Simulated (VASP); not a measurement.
Write the native input for VASP 6.6.1 that does the following.

| Item | Value |
| --- | --- |
| Task | single point |
| Functional | PBE |
| Potentials or basis | VASP PAW PBE potentials, release 64 (Ca_sv, Be, O) |
| Cutoff | 520 eV |
| k mesh | 4 × 4 × 6 |
| Occupations | gaussian, width 0.1 eV |
| Spin | no spin polarisation |
| Dipole correction | no |
| Further INCAR settings | ALGO = Normal; EDIFF = 1e-06; NBANDS = 25 |

The structure of CaBe2O3 lies in POSCAR:

```
CaBe2O3
1.0
    2.0971773400     -4.4369556700      0.0000000000
    2.0971773400      4.4369556700      0.0000000000
    0.0000000000      0.0000000000      3.3026826900
Ca Be O
1 2 3
Direct
    0.0000000000      0.0000000000      0.0000000000
    0.6549724500      0.3450275500      0.5000000000
    0.3450275500      0.6549724500      0.5000000000
    0.1453886600      0.8546113400      0.5000000000
    0.8546113400      0.1453886600      0.5000000000
    0.5000000000      0.5000000000      0.0000000000
```

The input as run:

INCAR

```
SYSTEM = CaBe2O3
PREC     = Accurate       ! precision mode
ENCUT    = 520            ! plane-wave cutoff, eV
EDIFF    = 1E-6           ! SCF threshold, eV
ISMEAR   = 0              ! smearing method
SIGMA    = 0.1            ! smearing width, eV
LREAL    = .False.        ! projectors in reciprocal space
LASPH    = .True.         ! aspherical terms in the spheres
NELM     = 60             ! most SCF steps
ALGO     = Normal         ! electronic algorithm
ISIF     = 2              ! what is computed and relaxed
LWAVE    = .False.        ! write WAVECAR
LCHARG   = .True.         ! write CHGCAR
GGA      = PE             ! functional
LELF     = .True.         ! ELF
LVHAR    = .True.       
NBANDS   = 25             ! bands
```

KPOINTS

```
regular mesh
0
Gamma
  4 4 6
  0 0 0
```

Potentials or basis: VASP PAW PBE potentials, release 64 (Ca_sv, Be, O).

The run is started by

```bash
$ cat potpaw_PBE.64/Ca_sv/POTCAR potpaw_PBE.64/Be/POTCAR potpaw_PBE.64/O/POTCAR > POTCAR
$ mpirun -np 1 vasp_std > vasp.out
```

Results of the run:

```
Pressure               : 4.5 GPa
Largest force          : 5.802 eV/Å
Band gap on the k mesh : 2.35 eV, direct
```

Caveat: forces of over 1 eV/Å act on the atoms, so gaps and moduli don't describe the material at rest.

Run time: 28 s on 1 thread of AMD EPYC 9R45 96-Core Processor (Zen 5), with other jobs on the host, peak memory 0.17 GiB.
